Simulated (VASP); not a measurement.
Runs of VASP 6.6.1 on PbO. The structure is that of space group Pmmn (No. 59), or close to it. The cells are those of the table. 

```csv
cell,gap on the mesh (eV),pressure (GPa),largest force (eV/Å)
"a = 4.153, b = 3.796, c = 5.022 Å, 4 atoms",1.22,5.8,0.80
"a = 4.183, b = 3.766, c = 5.022 Å, 4 atoms",1.22,6.1,0.94
"a = 4.123, b = 3.825, c = 5.022 Å, 4 atoms",1.22,(a),0.66
"a = 3.736, b = 4.213, c = 5.022 Å, 4 atoms",1.22,6.5,1.08
```

Alike in all rows: task single point; level PBE; potentials or basis VASP PAW PBE potentials, release 64 (Pb_d, O); no spin polarisation; k mesh 8 × 8 × 6; cutoff (eV) 520; smearing gaussian 0.05 eV.

Q: Estimate the missing entries.

A: (a) 5.6.

Caveats: the cell stands under pressure; spin-orbit coupling is left out, which moves the levels of the heavy elements; forces of over 1 eV/Å act on the atoms, so gaps and moduli don't describe the material at rest (at least some runs).

A k mesh can miss the band edges, and the runs leave out spin-orbit coupling on Pb.
